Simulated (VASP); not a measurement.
# Se (Fd-3m) in VASP: further runs, part 2 of 2

VASP 6.6.1.

## 4. Single point, LDA (26.99 Å³/atom)

This run uses another cell than the first one, of 26.99 Å³/atom.

Input file INCAR:

```
ALGO = Normal ; EDIFF = 1E-6
ENCUT = 520 ; GGA = CA
ISIF = 2 ; ISMEAR = -1
LASPH = T ; LCHARG = F
LREAL = F ; LWAVE = F
NBANDS = 13 ; NELM = 100
PREC = Accurate ; SIGMA = 0.1
```

Input file KPOINTS:

```
k-points
0
Gamma
  10 10 10
```

Input file POSCAR:

```
Se
1.0
    0.0000000000      2.9995474609      2.9995474609
    2.9995474609      0.0000000000      2.9995474609
    2.9995474609      2.9995474609      0.0000000000
Se
2
Direct
    0.1250000000      0.1250000000      0.1250000000
    0.8750000000      0.8750000000      0.8750000000
```

Started as:

```bash
cat potpaw_LDA.64/Se/POTCAR > POTCAR
mpirun -np 1 vasp_std > vasp.out
```

Wall time 29 s (1 thread of Intel Xeon 8259CL, shared host); peak memory 0.16 GiB.

The run converged. Its results:

```yaml
Free_energy: -7.1683 eV
Pressure: 4.9 GPa
Band_gap_on_the_k_mesh: zero (bands 6 and 7 overlap by 1.24 eV)
```

Levels at points of the mesh, in eV from the Fermi level:
| k point | band 2 | band 3 | band 4 | band 5 | band 6 | band 7 | band 8 | band 9 | band 10 | band 11 |
| --- | --- | --- | --- | --- | --- | --- | --- | --- | --- | --- |
| (0.00, 0.00, 0.00) | -9.76 | -3.95 | -3.95 | -3.95 | -0.98 | -0.98 | -0.98 | 4.08 | 7.48 | 7.48 |
| (0.50, 0.00, 0.00) | -12.42 | -4.78 | -4.78 | -4.61 | 0.26 | 0.26 | 2.35 | 6.61 | 6.79 | 8.03 |
| (0.50, 0.50, 0.00) | -13.89 | -5.72 | -5.72 | -2.25 | -2.25 | 2.74 | 2.74 | 6.25 | 6.25 | 9.86 |

Caveat: the cell stands under pressure.

## 5. Single point, LDA (28.16 Å³/atom)

This run uses another cell than the first one, of 28.16 Å³/atom.

Input file INCAR:

```
PREC = Accurate ; ENCUT = 520
EDIFF = 1E-7 ; ISMEAR = -1
SIGMA = 0.1 ; LREAL = F
LASPH = T ; NELM = 80
ALGO = Normal ; ISIF = 2
LWAVE = F ; LCHARG = T
GGA = CA ; LELF = T
LVHAR = T ; NBANDS = 13
```

Input file KPOINTS:

```
regular mesh
0
Gamma
  10 10 10
```

Input file POSCAR:

```
Se
1.0
    0.0000000000      3.0424039291      3.0424039291
    3.0424039291      0.0000000000      3.0424039291
    3.0424039291      3.0424039291      0.0000000000
Se
2
Direct
    0.1250000000      0.1250000000      0.1250000000
    0.8750000000      0.8750000000      0.8750000000
```

Potentials or basis: VASP PAW LDA potentials, release 64 (Se).

Started as:

```bash
cat potpaw_LDA.64/Se/POTCAR > POTCAR
mpirun -np 1 vasp_std > vasp.out
```

OUTCAR:

```text
PREC = Accurate
   ENCUT = 520
   EDIFF = 1E-7
   ISMEAR = -1
   LREAL = F
   LASPH = T
   NELM = 80
   ISIF = 2
   GGA = CA

 ion  position               nearest neighbor table
   1  0.125  0.125  0.125-   2 2.63   2 2.63   2 2.63   2 2.63
   2  0.875  0.875  0.875-   1 2.63   1 2.63   1 2.63   1 2.63

  LATTYP: Found a face centered cubic cell.
 ALAT       =     6.0848078582

  Lattice vectors:

[... 568 lines left out ...]
     13      13.9201      0.00000

 [... further k-points ...]

------------------------ aborting loop because EDIFF is reached ----------------------------------------

  FORCE on cell =-STRESS in cart. coord.  units (eV):
  Direction    XX          YY          ZZ          XY          YZ          ZX
  --------------------------------------------------------------------------------------
  -------------------------------------------------------------------------------------
  Total        0.7915585      0.7915585      0.7915585     -0.0000000     -0.0000000      0.0000000
  in kB       22.5171287     22.5171287     22.5171287     -0.0000000     -0.0000000      0.0000000
  external PRESSURE =      22.5171287 kB  Pullay stress =       0.0000000 kB

 VOLUME and BASIS-vectors are now :
 -----------------------------------------------------------------------------
  energy-cutoff  :      520.00
  volume of cell :       56.32
      direct lattice vectors                 reciprocal lattice vectors
     0.000000000  3.042403929  3.042403929    -0.164343727  0.164343727  0.164343727
     3.042403929  0.000000000  3.042403929     0.164343727 -0.164343727  0.164343727
     3.042403929  3.042403929  0.000000000     0.164343727  0.164343727 -0.164343727

 POSITION                                       TOTAL-FORCE (eV/Angst)
 -----------------------------------------------------------------------------------
      0.76060      0.76060      0.76060        -0.000000      0.000000     -0.000000
      5.32421      5.32421      5.32421         0.000000     -0.000000      0.000000
 -----------------------------------------------------------------------------------
    total drift:                                0.000000      0.000000     -0.000000

  FREE ENERGIE OF THE ION-ELECTRON SYSTEM (eV)
  ---------------------------------------------------
  free  energy   TOTEN  =        -7.2198081133 eV

  energy  without entropy=       -7.1662984940  energy(sigma->0) =       -7.19305330
```

OSZICAR:

```text
N       E                     dE             d eps       ncg     rms          rms(c)
DAV:   1     0.472247298065E+02    0.47225E+02   -0.49042E+03  1222   0.764E+02
DAV:   2    -0.408913917523E+01   -0.51314E+02   -0.48515E+02  1713   0.124E+02
DAV:   3    -0.720388417920E+01   -0.31147E+01   -0.30888E+01  1537   0.329E+01
DAV:   4    -0.722866130229E+01   -0.24777E-01   -0.24771E-01  1402   0.350E+00
DAV:   5    -0.722882510896E+01   -0.16381E-03   -0.16380E-03  1572   0.289E-01    0.710E+00
DAV:   6    -0.722283517061E+01    0.59899E-02   -0.14887E-03  1457   0.242E-01    0.423E+00
DAV:   7    -0.721980313503E+01    0.30320E-02   -0.31610E-03  1447   0.352E-01    0.371E-02
DAV:   8    -0.721980794019E+01   -0.48052E-05   -0.95787E-05  1402   0.639E-02    0.183E-02
DAV:   9    -0.721980825552E+01   -0.31533E-06   -0.49693E-06  1522   0.123E-02    0.701E-03
DAV:  10    -0.721980811277E+01    0.14275E-06   -0.23281E-07  1442   0.265E-03    0.190E-03
DAV:  11    -0.721980811327E+01   -0.50113E-09   -0.57475E-08   911   0.125E-03
   1 F= -.72198081E+01 E0= -.71930533E+01  d E =-.535096E-01
```

Wall time 36 s (1 thread of Intel Xeon 8259CL, shared host); peak memory 0.16 GiB.

What came out:

| Property | Result |
| --- | --- |
| Free energy | -7.2198 eV |
| Pressure | 2.3 GPa |
| Band gap on the k mesh | zero (bands 6 and 7 overlap by 1.19 eV) |

## 6. Single point, LDA (29.33 Å³/atom)

Input file INCAR:

```
SYSTEM = Se
PREC = Accurate
ENCUT = 520
EDIFF = 1E-6
ISMEAR = -1
SIGMA = 0.1
LREAL = .False.
LASPH = .True.
NELM = 100
ALGO = Normal
ISIF = 2
LWAVE = .False.
LCHARG = .False.
NBANDS = 13
```

Input file KPOINTS:

```
regular mesh
0
Gamma
  10 10 10
  0 0 0
```

Input file POSCAR:

```
Se
1.0
    0.0000000000      3.0840858748      3.0840858748
    3.0840858748      0.0000000000      3.0840858748
    3.0840858748      3.0840858748      0.0000000000
Se
2
Direct
    0.1250000000      0.1250000000      0.1250000000
    0.8750000000      0.8750000000      0.8750000000
```

Potentials or basis: VASP PAW LDA potentials, release 64 (Se).

Started as:

```bash
cat potpaw_LDA.64/Se/POTCAR > POTCAR
mpirun -np 1 vasp_std > vasp.out
```

It took 31 s on 1 thread of Intel Xeon 8259CL, shared host; peak memory 0.16 GiB.

It converged, with:

| Property | Result |
| --- | --- |
| Free energy | -7.2368 eV |
| Pressure | 0.1 GPa |
| Band gap on the k mesh | zero (bands 6 and 7 overlap by 1.14 eV) |

Levels at points of the mesh, in eV from the Fermi level:
| k point | band 2 | band 3 | band 4 | band 5 | band 6 | band 7 | band 8 | band 9 | band 10 | band 11 |
| --- | --- | --- | --- | --- | --- | --- | --- | --- | --- | --- |
| (0.00, 0.00, 0.00) | -10.04 | -3.63 | -3.63 | -3.63 | -0.85 | -0.85 | -0.85 | 4.09 | 7.58 | 7.58 |
| (0.50, 0.00, 0.00) | -12.22 | -4.39 | -4.39 | -4.35 | 0.29 | 0.29 | 1.95 | 6.63 | 6.72 | 7.95 |
| (0.50, 0.50, 0.00) | -13.54 | -5.24 | -5.24 | -2.09 | -2.09 | 2.41 | 2.41 | 6.12 | 6.12 | 9.79 |

## 7. Overview

```tsv
cell	k mesh	gap on the mesh (eV)	pressure (GPa)
a = 4.362 Å, angles 60.0°, 2 atoms	9 × 9 × 9	none	0.2
a = 4.180 Å, angles 60.0°, 2 atoms	10 × 10 × 10	none	8.1
a = 4.242 Å, angles 60.0°, 2 atoms	10 × 10 × 10	none	4.9
a = 4.303 Å, angles 60.0°, 2 atoms	10 × 10 × 10	none	2.3
a = 4.362 Å, angles 60.0°, 2 atoms	10 × 10 × 10	none	0.1
```

Alike in all rows: task single point; level LDA; potentials or basis VASP PAW LDA potentials, release 64 (Se); no spin polarisation; cutoff (eV) 520; smearing fermi-dirac 0.1 eV.

Caveats: the cell stands under pressure (at least some runs).

Absolute energies hang on the potentials; compare differences alone.
